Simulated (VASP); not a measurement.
# CaYb2O3 (P-3m1) in VASP: single point with PBE

Aim: the single point of CaYb2O3 with PBE.

Program: VASP 6.6.1. These are calculated values, not measurements. Logs are shortened: lines on timing, memory, paths and dates and some standing lists are left out, and cuts for length are marked.

## (1) The cell of the first run

It takes space group P-3m1 (No. 164, trigonal). The conventional cell has a = 3.410 Å, b = 3.410 Å, c = 8.368 Å, α = 90.00°, β = 90.00°, γ = 120.00°. Within 3.2 Å of Ca (site symmetry -3m) lie 6 O at 2.42 Å. Within 3.2 Å of Yb (site symmetry 3m) lie 6 O at 2.40 to 2.41 Å. Within 3.2 Å of O (site symmetry 3m) lie 3 Yb at 2.40 Å and 3 Ca at 2.42 Å. O (site symmetry -3m) has 6 Yb at 2.41 Å within 3.2 Å.

## (2) Single point, PBE

The input, POSCAR:

```
CaYb2O3
1.0
    3.4097314360      0.0000000000      0.0000000000
   -1.7048657180      2.9529140437      0.0000000000
    0.0000000000      0.0000000000      8.3679455552
Ca Yb O
1 2 3
Direct
    0.0000000000      0.0000000000      0.0000000000
    0.6666666667      0.3333333333      0.6668290398
    0.3333333333      0.6666666667      0.3331709602
    0.3333333333      0.6666666667      0.8309095953
    0.6666666667      0.3333333333      0.1690904047
    0.0000000000      0.0000000000      0.5000000000
```

The input, INCAR.step1:

```
PREC = Accurate
ENCUT = 520
EDIFF = 1E-6
ISMEAR = 0
SIGMA = 0.1
LREAL = F
LASPH = T
NELM = 80
ALGO = Normal
ISIF = 2
LWAVE = F
LCHARG = T
LMAXMIX = 6
GGA = PE
NBANDS = 47
```

The input, KPOINTS.step1:

```
regular mesh
0
Gamma
  12 12 4
```

The input, INCAR.step2:

```
PREC = Accurate
ENCUT = 520
EDIFF = 1E-6
ISMEAR = -5
SIGMA = 0.1
LREAL = F
LASPH = T
NELM = 80
ALGO = Normal
ISIF = 2
LWAVE = F
LCHARG = F
LMAXMIX = 6
GGA = PE
LORBIT = 11
NBANDS = 47
NEDOS = 1001
ICHARG = 11
```

The input, KPOINTS.step2:

```
regular mesh
0
Gamma
  18 18 6
```

Potentials or basis: VASP PAW PBE potentials, release 64 (Ca_sv, Yb, O).

Launch:

```
$ cat potpaw_PBE.64/Ca_sv/POTCAR potpaw_PBE.64/Yb/POTCAR potpaw_PBE.64/O/POTCAR > POTCAR
$ cp INCAR.step1 INCAR
$ cp KPOINTS.step1 KPOINTS
$ mpirun -np 1 vasp_std > vasp.out
$ cp INCAR.step2 INCAR
$ cp KPOINTS.step2 KPOINTS
$ mpirun -np 1 vasp_std > vasp.out
```

OUTCAR:

```text
PREC = Accurate
   ENCUT = 520
   EDIFF = 1E-6
   ISMEAR = -5
   LREAL = F
   LASPH = T
   NELM = 80
   ISIF = 2
   GGA = PE
   LORBIT = 11
   ICHARG = 11

 ion  position               nearest neighbor table
   1  0.000  0.000  0.000-   4 2.42   5 2.42   5 2.42   4 2.42   5 2.42   4 2.42   2 3.41   3 3.41
                             3 3.41   2 3.41   2 3.41   3 3.41
   2  0.667  0.333  0.667-   4 2.40   4 2.40   4 2.40   6 2.41   6 2.41   6 2.41   1 3.41   1 3.41
                             1 3.41   3 3.42   3 3.42   3 3.42
   3  0.333  0.667  0.333-   5 2.40   5 2.40   5 2.40   6 2.41   6 2.41   6 2.41   1 3.41   1 3.41
                             1 3.41   2 3.42   2 3.42   2 3.42
   4  0.333  0.667  0.831-   2 2.40   2 2.40   2 2.40   1 2.42   1 2.42   1 2.42
   5  0.667  0.333  0.169-   3 2.40   3 2.40   3 2.40   1 2.42   1 2.42   1 2.42
   6  0.000  0.000  0.500-   2 2.41   3 2.41   2 2.41   3 2.41   2 2.41   3 2.41

  LATTYP: Found a hexagonal cell.
 ALAT       =     3.4097314360
 C/A-ratio  =     2.4541362604

  Lattice vectors:

 A1 = (   3.4097314360,   0.0000000000,   0.0000000000)
 A2 = (  -1.7048657180,   2.9529140437,   0.0000000000)
 A3 = (   0.0000000000,   0.0000000000,   8.3679455552)

Analysis of symmetry for initial positions (statically):
=====================================================================
 Subroutine PRICEL returns:
 Original cell was already a primitive cell.

 Routine SETGRP: Setting up the symmetry group for a
 hexagonal supercell.

 Subroutine GETGRP returns: Found 12 space group operations
 (whereof 12 operations were pure point group operations)
 out of a pool of 24 trial point group operations.

The static configuration has the point symmetry D_3d.

Analysis of symmetry for dynamics (positions and initial velocities):
=====================================================================
 Subroutine PRICEL returns:
 Original cell was already a primitive cell.

 Routine SETGRP: Setting up the symmetry group for a
 hexagonal supercell.

 Subroutine GETGRP returns: Found 12 space group operations
 (whereof 12 operations were pure point group operations)
 out of a pool of 24 trial point group operations.

The dynamic configuration has the point symmetry D_3d.

 Subroutine INISYM returns: Found 12 space group operations
 (whereof 12 operations are pure point group operations),
 and found     1 'primitive' translations

----------------------------------------------------------------------------------------

                                     Primitive cell

  volume of cell :      84.2539

  direct lattice vectors                    reciprocal lattice vectors
     3.409731436  0.000000000  0.000000000     0.293278230  0.169324265  0.000000000
    -1.704865718  2.952914044  0.000000000     0.000000000  0.338648530  0.000000000
     0.000000000  0.000000000  8.367945555     0.000000000  0.000000000  0.119503646

  length of vectors
     3.409731436  3.409731436  8.367945555     0.338648530  0.338648530  0.119503646

  position of ions in fractional coordinates (direct lattice)
     0.000000000  0.000000000  0.000000000
     0.666666667  0.333333333  0.666829040
     0.333333333  0.666666667  0.333170960
     0.333333333  0.666666667  0.830909595
     0.666666667  0.333333333  0.169090405
     0.000000000  0.000000000  0.500000000

  ion indices of the primitive-cell ions
   primitive index   ion index
                 1           1
                 2           2
                 3           3
                 4           4
                 5           5
                 6           6

----------------------------------------------------------------------------------------

 KPOINTS: regular mesh

Automatic generation of k-mesh.
 Grid dimensions read from file:
 generate k-points for:   18   18    6

 Generating k-lattice:

  Cartesian coordinates                     Fractional coordinates (reciprocal lattice)
     0.016293235  0.009406904  0.000000000     0.055555556  0.000000000  0.000000000
     0.000000000  0.018813807  0.000000000     0.000000000  0.055555556  0.000000000
     0.000000000  0.000000000  0.019917274     0.000000000  0.000000000  0.166666667

  Length of vectors
     0.018813807  0.018813807  0.019917274

  Shift w.r.t. Gamma in fractional coordinates (k-lattice)
     0.000000000  0.000000000  0.000000000

 TETIRR: Found   2825 inequivalent tetrahedra from    11664

 Subroutine IBZKPT returns following result:
 ===========================================

 Found    202 irreducible k-points:

 Following reciprocal coordinates:
            Coordinates               Weight
  0.000000  0.000000  0.000000      1.000000
  0.055556  0.000000  0.000000      6.000000
  0.111111  0.000000  0.000000      6.000000
  0.166667  0.000000  0.000000      6.000000
  0.222222  0.000000  0.000000      6.000000
  0.277778  0.000000  0.000000      6.000000
[... 16 lines left out ...]
  0.333333  0.111111  0.000000     12.000000
  0.388889  0.111111  0.000000     12.000000
 [... further k-points ...]
   k-points           NKPTS =    202   k-points in BZ     NKDIM =    202   number of bands    NBANDS=     47
   number of dos      NEDOS =   1001   number of ions     NIONS =      6
   total plane-waves  NPLWV =  50176
   dimension x,y,z NGX =    28 NGY =   28 NGZ =   64
   dimension x,y,z NGXF=    56 NGYF=   56 NGZF=  128
   ions per type =               1   2   3
   NGX,Y,Z   is equivalent  to a cutoff of  13.65, 13.65, 12.71 a.u.
   NGXF,Y,Z  is equivalent  to a cutoff of  27.30, 27.30, 25.43 a.u.
 SYSTEM =  unknown system
   PREC   = accura    normal or accurate (medium, high low for compatibility)
   ISTART =      0    job   : 0-new  1-cont  2-samecut
   ICHARG =     11    charge: 1-file 2-atom 10-const
   ISPIN  =      1    spin polarized calculation?
   LNONCOLLINEAR =      F non collinear calculations
   LSORBIT =      F    spin-orbit coupling
   LASPH  =      T    aspherical Exc in radial PAW
   ENCUT  =  520.0 eV  38.22 Ry    6.18 a.u.   6.34  6.34 15.56*2*pi/ulx,y,z
   NELM   =     80;   NELMIN=  2; NELMDL=  0     # of ELM steps
   EDIFF  = 0.1E-05   stopping-criterion for ELM
   LREAL  =      F    real-space projection
   EDIFFG = 0.1E-04   stopping-criterion for IOM
   NSW    =      0    number of steps for IOM
   IBRION =     -1    ionic relax: 0-MD 1-quasi-New 2-CG
   NFREE  =      0    steps in history (QN), initial steepest desc. (CG)
   ISIF   =      2    stress and relaxation
   ISYM   =      2    0-nonsym 1-usesym 2-fastsym
   POTIM  = 0.5000    time-step for ionic-motion
   TEBEG  =    0.0;   TEEND  =   0.0 temperature during run
   PSTRESS=    0.0 pullay stress
   NELECT =      76.0000    total number of electrons
   NUPDOWN=      -1.0000    fix difference up-down
   EMIN   =  10.00;   EMAX   =-10.00  energy-range for DOS
   EFERMI =   0.00;   METHOD = LEGACY
   ISMEAR =    -5;   SIGMA  =   0.10  broadening in eV -4-tet -1-fermi 0-gaus
   EFERMI_NEDOS =   21; number of points for ismear=-14 and -15
   IALGO  =     38    algorithm
   IMIX   =      4    mixing-type and parameters
     AMIX     =   0.40;   BMIX     =  1.00
     AMIX_MAG =   1.60;   BMIX_MAG =  1.00
  volume/ion in A,a.u.               =      14.04        94.76
  Fermi-wavevector in a.u.,A,eV,Ry     =   1.581792  2.989154 34.042681  2.502066
  Thomas-Fermi vector in A             =   2.681814
   LORBIT       =     11    0 simple, 1 ext, 2 COOP (PROOUT), +10 PAW based schemes
   GGA     = PE    functional components
   LHFCALC =     F    Hartree Fock is set to
   AEXX    =    0.0000 exact exchange contribution
   IVDW    =     0    specifies the selected vdW correction
   LEPSILON=     F    determine dielectric tensor
   LRPA    =     F    only Hartree local field effects (RPA)
 non-spin polarized calculation
 Fermi weights with tetrahedron method with Bloechl corrections
  energy-cutoff  :      520.00
  volume of cell :       84.25
 maximum number of plane-waves:      2290
 NGX is ok and might be reduce to    28

 number of electron      76.0000012 magnetization

 Free energy of the ion-electron system (eV)
  ---------------------------------------------------
  ext. energy  EPLUGINS =         0.00000000
  ---------------------------------------------------
  free energy    TOTEN  =       -41.20983618 eV

  energy without entropy =      -41.20983618  energy(sigma->0) =      -41.20983618

 E-fermi :   5.0722     XC(G=0): -11.4415

 val. band max:        5.0711466186   @ k =   0.0000   0.0556   0.1667
 cond. band min:       5.0466356759   @ k =   0.0000   0.3889   0.1667
 fundamental gap:     -0.0245109427
 Fermi energy:         5.0721845310

 k-point     1 :       0.0000    0.0000    0.0000
  band No.  band energies     occupation
      1     -46.4532      2.00000
      2     -46.4245      2.00000
      3     -36.0190      2.00000
      4     -19.5557      2.00000
      5     -19.0133      2.00000
      6     -18.5991      2.00000
[... 39 lines left out ...]
     46       9.0250      0.00000
     47       9.4725      0.00000

 k-point     2 :       0.0556    0.0000    0.0000
  band No.  band energies     occupation
      1     -46.4518      2.00000
      2     -46.4235      2.00000
      3     -36.0171      2.00000
      4     -19.5441      2.00000
      5     -19.0131      2.00000
      6     -18.6203      2.00000
[... 39 lines left out ...]
     46       9.0604      0.00000
     47       9.5552      0.00000

 k-point     3 :       0.1111    0.0000    0.0000
  band No.  band energies     occupation
      1     -46.4479      2.00000
      2     -46.4207      2.00000
      3     -36.0115      2.00000
      4     -19.5105      2.00000
      5     -19.0173      2.00000
      6     -18.6991      2.00000
[... 1039 lines left out ...]
     46      10.1057      0.00000
     47      10.6830      0.00000

 k-point    24 :       0.3889    0.1111    0.0000
  band No.  band energies     occupation
      1     -46.4047      2.00000
      2     -46.3955      2.00000
      3     -35.9545      2.00000
      4     -19.5906      2.00000
      5     -19.3270      2.00000
      6     -18.9755      2.00000
[... 39 lines left out ...]
     46      10.4002      0.00000
     47      10.8497      0.00000

 [... further k-points ...]
[... 5 lines left out ...]
  --------------------------------------------------------------------------------------
  -------------------------------------------------------------------------------------
  Total       -5.0714619     -5.0714619     -5.0295640      0.0000000      0.0000000     -0.0000000
  in kB      -96.4392721    -96.4392721    -95.6425388      0.0000000      0.0000000     -0.0000000
  external PRESSURE =     -96.1736943 kB  Pullay stress =       0.0000000 kB

 VOLUME and BASIS-vectors are now :
 -----------------------------------------------------------------------------
  energy-cutoff  :      520.00
  volume of cell :       84.25
      direct lattice vectors                 reciprocal lattice vectors
     3.409731436  0.000000000  0.000000000     0.293278230  0.169324265  0.000000000
    -1.704865718  2.952914044  0.000000000     0.000000000  0.338648530  0.000000000
     0.000000000  0.000000000  8.367945555     0.000000000  0.000000000  0.119503646

 POSITION                                       TOTAL-FORCE (eV/Angst)
 -----------------------------------------------------------------------------------
      0.00000      0.00000      0.00000        -0.000000      0.000000     -0.000000
      1.70487      0.98430      5.57999         0.000000      0.000000     -0.010407
     -0.00000      1.96861      2.78796         0.000000      0.000000      0.010407
     -0.00000      1.96861      6.95301        -0.000000      0.000000     -0.039562
      1.70487      0.98430      1.41494         0.000000     -0.000000      0.039562
      0.00000      0.00000      4.18397        -0.000000      0.000000     -0.000000
 -----------------------------------------------------------------------------------
    total drift:                               -0.000000      0.000000     -0.000000

  FREE ENERGIE OF THE ION-ELECTRON SYSTEM (eV)
  ---------------------------------------------------
  free  energy   TOTEN  =       -41.2098361778 eV

  energy  without entropy=      -41.2098361778  energy(sigma->0) =      -41.20983618

 total charge

# of ion       s       p       d       f       tot
--------------------------------------------------
    1        2.036   5.872   0.330   0.000   8.238
    2        2.111   6.091   0.466  13.634  22.302
    3        2.111   6.091   0.466  13.634  22.302
    4        1.550   3.442   0.000   0.000   4.992
    5        1.550   3.442   0.000   0.000   4.992
    6        1.551   3.440   0.000   0.000   4.990
--------------------------------------------------
tot         10.910  28.377   1.261  27.269  67.817
```

It took 34 min on 1 thread of Intel Xeon Platinum 8559C (Emerald Rapids), shared host; peak memory 0.77 GiB.

Results:

* Valence electrons inside the program's atomic spheres: Ca 8.24; Yb 22.30; O 4.99

Caveat: spin-orbit coupling is left out, which moves the levels of the heavy elements.
